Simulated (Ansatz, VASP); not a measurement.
Te2Mo in VASP and in Ansatz

The input INCAR:

```
PREC = Accurate
ENCUT = 520
EDIFF = 1E-7
ISMEAR = -1
SIGMA = 0.05
LREAL = False
LASPH = True
NELM = 60
ALGO = Normal
ISIF = 2
LWAVE = False
LCHARG = False
GGA = PS
NBANDS = 20
```

KPOINTS

```
Automatic mesh
0
Gamma
  9 9 2
```

File POSCAR:

```
Te2Mo
1.0
    3.6300590280      0.0000000000      0.0000000000
   -1.8150295140      3.1437233354      0.0000000000
    0.0000000000      0.0000000000     17.8677540541
Te Mo
2 1
Direct
    0.3333333333      0.6666666667      0.1021445500
    0.3333333333      0.6666666667      0.8978554500
    0.0000000000      0.0000000000      0.0000000000
```

input.yaml

```yaml
crystal:
  lattice:
    - [3.630059028, 0.0, 0.0]
    - [-1.815029514, 3.1437233354, 0.0]
    - [0.0, 0.0, 17.8677540541]
  atoms:
    - { symbol: Te, position: [0.3333333333, 0.6666666667, 0.10214455] }
    - { symbol: Te, position: [0.3333333333, 0.6666666667, 0.89785545] }
    - { symbol: Mo, position: [0.0, 0.0, 0.0] }
kpoints:
  mp_grid: { grid: [9, 9, 2] }
scf:
  occupations: { method: fermi_dirac, width: 0.05 }
hamiltonian:
  xc: pbesol
  pseudopotentials: { kind: all_electron, lapw: { basis_error: 0.002 } }
output:
  forces: true
  stress: true
  eigenvalues: true
```

Change from the starting cell: volume scaled by 1.06.

Alike in both runs: task single point; functional PBEsol; k mesh 9 × 9 × 2; occupations fermi-dirac, width 0.05 eV; no spin polarisation.

|  | VASP | Ansatz |
| --- | --- | --- |
| version | VASP 6.6.1 | Ansatz 0.2.0 |
| potentials or method | VASP PAW PBE potentials, release 64 (Te, Mo_sv), cutoff 520 eV | all-electron LAPW, scalar-relativistic |

VASP gave:

```
gap on the k mesh at the Fermi level (eV) : 0.96
least direct gap on the mesh (eV)         : 0.96
rms of the force components (eV/Å)        : 0.421
```

Which values does Ansatz return?

gap on the k mesh at the Fermi level (eV): 0.96; least direct gap on the mesh (eV): 0.96; rms of the force components (eV/Å): 0.432.

VASP's potentials were made for PBE, not for PBEsol. Atom by atom the forces differ by 0.011 eV/Å (rms over components). Ansatz ran all-electron here, and VASP with PAW potentials.

Neither program's run includes spin-orbit coupling.
